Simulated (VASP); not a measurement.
# CoH: single point with PBEsol

CoH:

```
CELL_PARAMETERS angstrom
0.00000 1.78243 1.78243
1.78243 0.00000 1.78243
1.78243 1.78243 0.00000
ATOMIC_POSITIONS crystal
Co 0.00000 0.00000 0.00000
H 0.50000 0.50000 0.50000
```

* Program: VASP 6.6.1
* Task: single point
* Functional: PBEsol
* Potentials or basis: VASP PAW PBE potentials, release 64 (Co, H)
* Cutoff: 520 eV
* k mesh: 15 × 15 × 15
* Occupations: fermi-dirac, width 0.1 eV
* Spin: collinear spin, ferromagnetic start
* Starting moments: [3.2, 0.0] μB

```
Pressure                                              : 19.5 GPa
Net moment                                            : 1.03 μB per cell
Site moments                                          : Co +1.05; H -0.01 μB
Valence electrons inside the program's atomic spheres : Co 8.61; H 0.57
```

Levels at points of the mesh, in eV from the Fermi level:
Spin up:
```
           k point  band 4  band 5  band 6  band 7  band 8  band 9
(0.00, 0.00, 0.00)   -2.81   -1.58   -1.58   16.24   21.26   22.31
```
Spin down:
```
           k point  band 1  band 2  band 3  band 4  band 5  band 6  band 7  band 8  band 9
(0.00, 0.00, 0.00)  -13.39   -1.71   -1.71   -1.71   -0.60   -0.60   16.23   21.14   22.34
```

Wall time 33 s on 1 thread of Intel(R) Xeon(R) Platinum 8559C (Emerald Rapids), on a shared host, peak memory 0.15 GiB.

Caveat: the PAW data sets were made with another functional, which shifts forces and pressure a little.
